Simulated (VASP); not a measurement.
Hf, 1 atom in the cell. It takes space group Pm-3m (No. 221, cubic). The conventional cell has a = 2.914 Å, b = 2.914 Å, c = 2.914 Å, α = 90.00°, β = 90.00°, γ = 90.00°. Within 3.8 Å of Hf (site symmetry m-3m) lie 6 Hf at 2.91 Å. 

```yaml
Program: VASP 6.6.1
Task: single point
Functional: B3LYP
Potentials_or_basis: VASP PAW PBE potentials, release 64 (Hf_pv)
Cutoff: 520 eV
k_mesh: 5 × 5 × 5
Occupations: fermi-dirac, width 0.05 eV
Spin: no spin polarisation
Dipole_correction: no
Grid_for_exact_exchange_PRECFOCK: Normal
Further_INCAR_settings: ALGO = Normal; EDIFF = 1e-06; NBANDS = 11
```

Potentials or basis: VASP PAW PBE potentials, release 64 (Hf_pv).

Command:

```bash
$ cat potpaw_PBE.64/Hf_pv/POTCAR > POTCAR
$ cp INCAR.step1 INCAR
$ mpirun -np 1 vasp_std > vasp.out
$ cp INCAR.step2 INCAR
$ mpirun -np 1 vasp_std > vasp.out
```

Hardware: 1 thread of Intel(R) Xeon(R) 6975P-C (Granite Rapids), on a shared host.

Task: Estimate the wall time of this run.

Result: Wall time 98 s on 1 thread of Intel(R) Xeon(R) 6975P-C (Granite Rapids), with other jobs on the host, peak memory 0.14 GiB. Counts: k points 10.
